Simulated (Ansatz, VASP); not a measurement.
# Two plane-wave programs on ZnAu

The input INCAR:

```
  ALGO = Fast
  EDIFF = 1E-7
  ENCUT = 520
  GGA = PE
  ISIF = 2
  ISMEAR = 0
  LASPH = T
  LCHARG = F
  LREAL = F
  LWAVE = F
  NBANDS = 18
  NELM = 80
  PREC = Accurate
  SIGMA = 0.15
```

File KPOINTS:

```
k-points
0
Gamma
  16 16 16
```

Contents of POSCAR:

```
ZnAu
1.0
    2.7929625000      0.0000000000      0.0000000000
    0.0000000000      2.7929625000      0.0000000000
    0.0000000000      0.0000000000      3.1470000000
Zn Au
1 1
Direct
    0.5000000000      0.5000000000      0.5000000000
    0.0000000000      0.0000000000      0.0000000000
```

Input for Ansatz:

```yaml
crystal:
  lattice:
    - [2.7929625, 0.0, 0.0]
    - [0.0, 2.7929625, 0.0]
    - [0.0, 0.0, 3.147]
  atoms:
    - { symbol: Zn, position: [0.5, 0.5, 0.5] }
    - { symbol: Au, position: [0.0, 0.0, 0.0] }
basis:
  ecutwfc: 420
kpoints:
  mp_grid: { grid: [16, 16, 16] }
hamiltonian:
  xc: pbe
scf:
  occupations: { method: gaussian, width: 0.15 }
output:
  forces: true
  stress: true
  eigenvalues: true
```

Change from the starting cell: strain -0.1125 x Voigt [1, 1, 0, 0, 0, 0], atoms carried along.

Alike in both runs: task single point; functional PBE; k mesh 16 × 16 × 16; occupations gaussian, width 0.15 eV; no spin polarisation.

```csv
,VASP,Ansatz
version,VASP 6.6.1,Ansatz 0.2.0
potentials or method,"VASP PAW PBE potentials, release 64 (Zn, Au), cutoff 520 eV","scalar-relativistic, plane waves, PAW"
valence electrons in the cell,23,31
```

VASP gave:

* gap on the k mesh at the Fermi level (eV): none
* pressure (GPa): 69.3
* traceless stress, the component that is largest in VASP (GPa): -1.95

Task: Which values does Ansatz return?

Result: gap on the k mesh at the Fermi level (eV): none; pressure (GPa): 68.7; traceless stress, the component that is largest in VASP (GPa): -2.03.

A gap of «none» marks a metal or a gap that the smearing closes. Both programs put the cell under a high pressure, so it lies far from rest at this level. VASP's potentials hold 23 valence electrons a cell and Ansatz's 31, so a difference there can come from the potentials and not from the codes.

Neither program's run includes spin-orbit coupling. Noted on VASP's run: the cell as given lies far from equilibrium.
